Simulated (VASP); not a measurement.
Here is a VASP 6.6.1 calculation.

File INCAR:

```
PREC = Accurate
ENCUT = 520
EDIFF = 1E-6
ISMEAR = -1
SIGMA = 0.06122561905347299
LREAL = F
LASPH = T
NELM = 100
ALGO = Normal
ISIF = 2
LWAVE = F
LCHARG = F
GGA = PE
NBANDS = 11
```

KPOINTS

```
regular mesh
0
Gamma
  28 28 28
```

File POSCAR:

```
Sr
1.0
    3.7784474648      0.0000000000      0.0000000000
    0.0000000000      3.7784474648      0.0000000000
    0.0000000000      0.0000000000      3.7784474648
Sr
1
Direct
    0.0000000000      0.0000000000      0.0000000000
```

Potentials or basis: VASP PAW PBE potentials, release 64 (Sr_sv).

The run is started by

```sh
$ cat potpaw_PBE.64/Sr_sv/POTCAR > POTCAR
$ mpirun -np 1 vasp_std > vasp.out
```

Problem. What does it give for the pressure?

Solution. 0.4 GPa.

Problem. Estimate the band gap on the k mesh.

Solution. Zero (bands 5 and 6 overlap by 0.81 eV).
